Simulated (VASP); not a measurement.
# WSe2 (P6_3/mmc) in VASP: a series of runs, part 2 of 2

VASP 6.6.1. The steps go on from the part before.

**4. Relaxation of the atoms, PBEsol (equal strain along all axes, cell held: +2.0 %)**

File INCAR:

```
SYSTEM = WSe2
PREC     = Accurate       ! precision mode
ENCUT    = 520            ! plane-wave cutoff, eV
EDIFF    = 1E-7           ! SCF threshold, eV
ISMEAR   = 0              ! smearing method
SIGMA    = 0.02           ! smearing width, eV
LREAL    = .False.        ! projectors in reciprocal space
LASPH    = .True.         ! aspherical terms in the spheres
NELM     = 60             ! most SCF steps
ALGO     = Normal         ! electronic algorithm
ISIF     = 2              ! what is computed and relaxed
LWAVE    = .False.        ! write WAVECAR
LCHARG   = .False.        ! write CHGCAR
GGA      = PS             ! functional
IBRION   = 2              ! ionic algorithm
NSW      = 60             ! ionic steps
EDIFFG   = -0.008         ! ionic threshold
KPAR     = 4
```

File KPOINTS:

```
regular mesh
0
Gamma
  12 12 2
  0 0 0
```

File POSCAR:

```
WSe2
1.0
    3.3365177889      0.0000000000      0.0000000000
   -1.6682588945      2.8895091654      0.0000000000
    0.0000000000      0.0000000000     13.4881445789
W Se
2 4
Direct
    0.6666666667      0.3333333333      0.7500000000
    0.3333333333      0.6666666667      0.2500000000
    0.3333333333      0.6666666667      0.8744707230
    0.6666666667      0.3333333333      0.3744707230
    0.3333333333      0.6666666667      0.6255292770
    0.6666666667      0.3333333333      0.1255292770
```

Potentials or basis: VASP PAW PBE potentials, release 64 (W_sv, Se).

Run with:

```
$ cat potpaw_PBE.64/W_sv/POTCAR potpaw_PBE.64/Se/POTCAR > POTCAR
$ mpirun -np 4 vasp_std > vasp.out
```

OUTCAR:

```text
SYSTEM = WSe2
   PREC = Accurate
   ENCUT = 520
   EDIFF = 1E-7
   ISMEAR = 0
   LREAL = .False.
   LASPH = .True.
   NELM = 60
   ISIF = 2
   GGA = PS
   IBRION = 2
   NSW = 60
   EDIFFG = -0.008

 ion  position               nearest neighbor table
   1  0.667  0.333  0.750-   3 2.56   5 2.56   3 2.56   5 2.56   3 2.56   5 2.56
   2  0.333  0.667  0.250-   4 2.56   6 2.56   4 2.56   6 2.56   4 2.56   6 2.56
   3  0.333  0.667  0.874-   1 2.56   1 2.56   1 2.56
   4  0.667  0.333  0.374-   2 2.56   2 2.56   2 2.56
   5  0.333  0.667  0.626-   1 2.56   1 2.56   1 2.56
   6  0.667  0.333  0.126-   2 2.56   2 2.56   2 2.56

  LATTYP: Found a hexagonal cell.
 ALAT       =     3.3365177889
 C/A-ratio  =     4.0425813475

  Lattice vectors:

 A1 = (   3.3365177889,   0.0000000000,   0.0000000000)
 A2 = (  -1.6682588945,   2.8895091654,   0.0000000000)
 A3 = (   0.0000000000,   0.0000000000,  13.4881445789)

Analysis of symmetry for initial positions (statically):
=====================================================================
 Subroutine PRICEL returns:
 Original cell was already a primitive cell.

 Routine SETGRP: Setting up the symmetry group for a
 hexagonal supercell.

 Subroutine GETGRP returns: Found 24 space group operations
 (whereof 12 operations were pure point group operations)
 out of a pool of 24 trial point group operations.

The static configuration has the point symmetry D_3d.
 The point group associated with its full space group is D_6h.

Analysis of symmetry for dynamics (positions and initial velocities):
=====================================================================
 Subroutine PRICEL returns:
 Original cell was already a primitive cell.

 Routine SETGRP: Setting up the symmetry group for a
 hexagonal supercell.

 Subroutine GETGRP returns: Found 24 space group operations
 (whereof 12 operations were pure point group operations)
 out of a pool of 24 trial point group operations.

The dynamic configuration has the point symmetry D_3d.
 The point group associated with its full space group is D_6h.

 Subroutine INISYM returns: Found 24 space group operations
 (whereof 12 operations are pure point group operations),
 and found     1 'primitive' translations

----------------------------------------------------------------------------------------

                                     Primitive cell

  volume of cell :     130.0378

  direct lattice vectors                    reciprocal lattice vectors
     3.336517789  0.000000000  0.000000000     0.299713673  0.173039770  0.000000000
    -1.668258895  2.889509165  0.000000000     0.000000000  0.346079539  0.000000000
     0.000000000  0.000000000 13.488144579     0.000000000  0.000000000  0.074139182

  length of vectors
     3.336517789  3.336517789 13.488144579     0.346079539  0.346079539  0.074139182

  position of ions in fractional coordinates (direct lattice)
     0.666666667  0.333333333  0.750000000
     0.333333333  0.666666667  0.250000000
     0.333333333  0.666666667  0.874470723
     0.666666667  0.333333333  0.374470723
     0.333333333  0.666666667  0.625529277
     0.666666667  0.333333333  0.125529277

  ion indices of the primitive-cell ions
   primitive index   ion index
[... 35 lines left out ...]
  0.000000  0.000000  0.000000      1.000000
  0.083333  0.000000  0.000000      6.000000
  0.166667  0.000000  0.000000      6.000000
  0.250000  0.000000  0.000000      6.000000
  0.333333 -0.000000  0.000000      6.000000
  0.416667  0.000000  0.000000      6.000000
[... 16 lines left out ...]
  0.250000  0.000000  0.500000      6.000000
  0.333333 -0.000000  0.500000      6.000000
 [... further k-points ...]
   k-points           NKPTS =     38   k-points in BZ     NKDIM =     38   number of bands    NBANDS=     31
   number of dos      NEDOS =    301   number of ions     NIONS =      6
   total plane-waves  NPLWV =  78400
   dimension x,y,z NGX =    28 NGY =   28 NGZ =  100
   dimension x,y,z NGXF=    56 NGYF=   56 NGZF=  200
   ions per type =               2   4
   NGX,Y,Z   is equivalent  to a cutoff of  13.95, 13.95, 12.33 a.u.
   NGXF,Y,Z  is equivalent  to a cutoff of  27.90, 27.90, 24.65 a.u.
 SYSTEM =  WSe2
   PREC   = accura    normal or accurate (medium, high low for compatibility)
   ISTART =      0    job   : 0-new  1-cont  2-samecut
   ICHARG =      2    charge: 1-file 2-atom 10-const
   ISPIN  =      1    spin polarized calculation?
   LNONCOLLINEAR =      F non collinear calculations
   LSORBIT =      F    spin-orbit coupling
   LASPH  =      T    aspherical Exc in radial PAW
   ENCUT  =  520.0 eV  38.22 Ry    6.18 a.u.   6.20  6.20 25.08*2*pi/ulx,y,z
   NELM   =     60;   NELMIN=  2; NELMDL= -5     # of ELM steps
   EDIFF  = 0.1E-06   stopping-criterion for ELM
   LREAL  =      F    real-space projection
   EDIFFG = -.8E-02   stopping-criterion for IOM
   NSW    =     60    number of steps for IOM
   IBRION =      2    ionic relax: 0-MD 1-quasi-New 2-CG
   NFREE  =      1    steps in history (QN), initial steepest desc. (CG)
   ISIF   =      2    stress and relaxation
   ISYM   =      2    0-nonsym 1-usesym 2-fastsym
   POTIM  = 0.5000    time-step for ionic-motion
   TEBEG  =    0.0;   TEEND  =   0.0 temperature during run
   PSTRESS=    0.0 pullay stress
   NELECT =      52.0000    total number of electrons
   NUPDOWN=      -1.0000    fix difference up-down
   EMIN   =  10.00;   EMAX   =-10.00  energy-range for DOS
   EFERMI =   0.00;   METHOD = LEGACY
   ISMEAR =     0;   SIGMA  =   0.02  broadening in eV -4-tet -1-fermi 0-gaus
   EFERMI_NEDOS =   21; number of points for ismear=-14 and -15
   IALGO  =     38    algorithm
   IMIX   =      4    mixing-type and parameters
     AMIX     =   0.40;   BMIX     =  1.00
     AMIX_MAG =   1.60;   BMIX_MAG =  1.00
  volume/ion in A,a.u.               =      21.67       146.26
  Fermi-wavevector in a.u.,A,eV,Ry     =   1.206108  2.279213 19.792333  1.454695
  Thomas-Fermi vector in A             =   2.341784
   LORBIT       =      0    0 simple, 1 ext, 2 COOP (PROOUT), +10 PAW based schemes
   GGA     = PS    functional components
   LHFCALC =     F    Hartree Fock is set to
   AEXX    =    0.0000 exact exchange contribution
   IVDW    =     0    specifies the selected vdW correction
   LEPSILON=     F    determine dielectric tensor
   LRPA    =     F    only Hartree local field effects (RPA)
 conjugate gradient relaxation of ions
 non-spin polarized calculation
 Gauss-broadening in eV      SIGMA  =   0.02
  energy-cutoff  :      520.00
  volume of cell :      130.04
 maximum number of plane-waves:      3530
 NGX is ok and might be reduce to    28
   NGX = 13   NGY = 13   NGZ = 51

--------------------------------------- Ionic step        1  -------------------------------------------

 number of electron      52.0000001 magnetization

 Free energy of the ion-electron system (eV)
  ---------------------------------------------------
  ext. energy  EPLUGINS =         0.00000000
  ---------------------------------------------------
  free energy    TOTEN  =       -46.46252077 eV

  energy without entropy =      -46.46252077  energy(sigma->0) =      -46.46252077

------------------------ aborting loop because EDIFF is reached ----------------------------------------

  FORCE on cell =-STRESS in cart. coord.  units (eV):
  Direction    XX          YY          ZZ          XY          YZ          ZX
  --------------------------------------------------------------------------------------
  -------------------------------------------------------------------------------------
  Total       -4.3442463     -4.3442463     -3.2087595      0.0000000      0.0000000     -0.0000000
  in kB      -53.5248296    -53.5248296    -39.5346604      0.0000000      0.0000000     -0.0000000
  external PRESSURE =     -48.8614398 kB  Pullay stress =       0.0000000 kB
[... 67 lines left out ...]
--------------------------------------- Ionic step        3  -------------------------------------------

 number of electron      52.0000000 magnetization

 Free energy of the ion-electron system (eV)
  ---------------------------------------------------
  ext. energy  EPLUGINS =         0.00000000
  ---------------------------------------------------
  free energy    TOTEN  =       -46.48390300 eV

  energy without entropy =      -46.48390300  energy(sigma->0) =      -46.48390300

 E-fermi :   5.5798     XC(G=0): -10.4837

 val. band max:        5.3879836767   @ k =   0.0000   0.0000   0.0000
 cond. band min:       6.4932919158   @ k =   0.1667   0.1667   0.0000
 fundamental gap:      1.1053082391
 Fermi energy:         5.5798030939

 k-point     1 :       0.0000    0.0000    0.0000
  band No.  band energies     occupation
      1     -68.9289      2.00000
      2     -68.9288      2.00000
      3     -33.1465      2.00000
      4     -33.1464      2.00000
      5     -33.0592      2.00000
      6     -33.0592      2.00000
[... 805 lines left out ...]
     30       7.3101      0.00000
     31       8.4350      0.00000

 [... further k-points ...]
[... 5 lines left out ...]
  --------------------------------------------------------------------------------------
  -------------------------------------------------------------------------------------
  Total       -3.3272469     -3.3272469     -0.4063389      0.0000000      0.0000000      0.0000000
  in kB      -40.9945263    -40.9945263     -5.0064423      0.0000000      0.0000000      0.0000000
  external PRESSURE =     -28.9984983 kB  Pullay stress =       0.0000000 kB
[... 21 lines left out ...]
  FREE ENERGIE OF THE ION-ELECTRON SYSTEM (eV)
  ---------------------------------------------------
  free  energy   TOTEN  =       -46.4839029966 eV

  energy  without entropy=      -46.4839029966  energy(sigma->0) =      -46.48390300

 reached required accuracy - stopping structural energy minimisation
```

It took 2.5 min on 4 MPI ranks of Oxide Virtual Turin-like, shared host; peak memory 0.32 GiB.

Results:

* Free energy: -46.4839 eV
* Energy gained by relaxing: 3.6 meV/atom
* Ionic steps: 3
* Pressure after relaxing: -2.9 GPa
* Band gap on the k mesh: 1.11 eV (least direct gap 1.38 eV)

Stress tensor (GPa, compression positive):
```
-4.10  0.00  0.00
 0.00 -4.10  0.00
 0.00  0.00 -0.50
```

Step by step:
```
step  energy change (eV)  largest force (eV/Å)  pressure (GPa)
   1              0.0000                0.4223           -4.89
   2             -0.0206                0.0802           -3.27
   3             -0.0214                0.0004           -2.90
```

Final structure:
```
W Se
1.0
     3.33652    0.00000    0.00000
    -1.66826    2.88951    0.00000
     0.00000    0.00000   13.48814
W Se
2 4
Direct
  0.66667 0.33333 0.75000
  0.33333 0.66667 0.25000
  0.33333 0.66667 0.87262
  0.66667 0.33333 0.37262
  0.33333 0.66667 0.62738
  0.66667 0.33333 0.12738
```

Levels at points of the mesh, in eV from the valence-band top:
| k point | band 22 | band 23 | band 24 | band 25 | band 26 | band 27 | band 28 | band 29 | band 30 | band 31 |
| --- | --- | --- | --- | --- | --- | --- | --- | --- | --- | --- |
| (0.00, 0.00, 0.00) | -1.61 | -1.61 | -1.25 | -0.88 | 0.00 | 2.57 | 2.57 | 2.59 | 2.59 | 2.75 |
| (0.50, 0.00, 0.00) | -2.27 | -1.39 | -1.33 | -1.25 | -1.22 | 1.96 | 1.99 | 2.27 | 2.45 | 2.99 |
| (0.00, 0.00, 0.50) | -1.63 | -1.63 | -1.63 | -0.22 | -0.22 | 2.58 | 2.58 | 2.58 | 2.58 | 2.81 |
| (0.50, 0.00, 0.50) | -2.35 | -1.32 | -1.32 | -1.27 | -1.27 | 1.98 | 1.98 | 2.38 | 2.38 | 3.32 |

Caveat: the cell differs from its parent crystal (equal strain along all axes, cell held: +2.0 %); the PAW data sets were made with another functional, which shifts forces and pressure a little; spin-orbit coupling is left out, which moves the levels of the heavy elements; this functional lacks dispersion, which binds layers or chains, so the pressure and a relaxed spacing across them are unreliable. A k mesh can miss the band edges.

**5. The runs side by side**

| task | cell | gap on the mesh (eV) | pressure (GPa) | largest force (eV/Å) |
| --- | --- | --- | --- | --- |
| single point | a = 3.304, b = 3.304, c = 13.166 Å, angles 90.0, 90.0, 120.0°, 6 atoms, atomic positions A | 1.01 | -1.1 | 0.06 |
| single point | a = 3.337, b = 3.337, c = 13.065 Å, angles 90.0, 90.0, 120.0°, 6 atoms, atomic positions A | 0.97 | -2.4 | 0.07 |
| relaxation of the atoms | atoms relaxed from a = 3.337, b = 3.337, c = 13.488 Å, angles 90.0, 90.0, 120.0°, 6 atoms, atomic positions B | 1.11 | -2.9 | - |

Alike in all rows: level PBEsol; potentials or basis VASP PAW PBE potentials, release 64 (W_sv, Se); no spin polarisation; k mesh 12 × 12 × 2; cutoff (eV) 520; smearing gaussian 0.02 eV.

Caveats: the PAW data sets were made with another functional, which shifts forces and pressure a little; spin-orbit coupling is left out, which moves the levels of the heavy elements; this functional lacks dispersion, which binds layers or chains, so the pressure and a relaxed spacing across them are unreliable.

Total energies depend on the potentials used, so only differences within one code and one set of settings carry meaning.
